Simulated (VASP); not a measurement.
Here is a VASP 6.6.1 calculation.

INCAR

```
ALGO = Fast
EDIFF = 1E-7
ENCUT = 520
GGA = PS
ISIF = 2
ISMEAR = -1
LASPH = T
LCHARG = F
LREAL = F
LWAVE = F
NBANDS = 13
NELM = 100
PREC = Accurate
SIGMA = 0.05
```

KPOINTS

```
k-points
0
Gamma
  10 10 7
```

File POSCAR:

```
O
1.0
    2.8514028533     -1.6624159400      0.0000000000
    2.8514028533      1.6624159400      0.0000000000
   -2.3944914034      0.0000000000      3.6470501824
O
2
Direct
    0.9759870000      0.9781390000      0.8392170000
    0.0063250000      0.0450590000      0.1663370000
```

Potentials or basis: VASP PAW PBE potentials, release 64 (O).

The run is started by

```console
$ cat potpaw_PBE.64/O/POTCAR > POTCAR
$ mpirun -np 1 vasp_std > vasp.out
```

(1) What does it give for the largest force?

(2) What does it give for the band gap on the k mesh?

## Answers

(1) 3.943 eV/Å.

(2) zero (bands 6 and 7 overlap by 0.29 eV).

Caveat: the cell differs from its parent crystal (atoms moved at random); spin is off for a triplet molecule; the PAW data sets were made with another functional, which shifts forces and pressure a little.
